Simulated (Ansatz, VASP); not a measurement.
# One calculation of Ge2As3, two programs

```
CELL_PARAMETERS angstrom
3.87325 0.00000 0.00000
0.00000 3.87325 0.00000
0.00000 0.00000 8.46640
ATOMIC_POSITIONS crystal
Ge 0.00000 0.50000 0.50000
Ge 0.50000 0.00000 0.50000
As 0.50000 0.50000 0.00000
As 0.00000 0.00000 0.84202
As 0.00000 0.00000 0.15798
```

Alike in both runs: task single point; functional PBE; k mesh 4 × 4 × 2; occupations gaussian, width 0.1 eV; no spin polarisation.

|  | VASP | Ansatz |
| --- | --- | --- |
| version | VASP 6.6.1 | Ansatz 0.2.0 |
| potentials or method | VASP PAW PBE potentials, release 64 (Ge_d, As), cutoff 520 eV | scalar-relativistic, plane waves, PAW |
| valence electrons in the cell | 43 | 73 |

VASP gave:

| Property | Result |
| --- | --- |
| gap on the k mesh at the Fermi level (eV) | none |
| pressure (GPa) | -8.0 |
| traceless stress, the component that is largest in VASP (GPa) | 0.06 |
| rms of the force components (eV/Å) | 0.238 |

Task: Which values does Ansatz return?

Result: gap on the k mesh at the Fermi level (eV): none; pressure (GPa): -8.0; traceless stress, the component that is largest in VASP (GPa): 0.05; rms of the force components (eV/Å): 0.242.

Atom by atom the forces differ by 0.003 eV/Å (rms over components). A gap of «none» marks a metal or a gap that the smearing closes. The functional is the same, so the differences come from potentials, cutoffs and numerics. VASP's potentials hold 43 valence electrons a cell and Ansatz's 73, so a difference there can come from the potentials and not from the codes.

The k mesh is coarse, so the values compare programs but aren't converged.
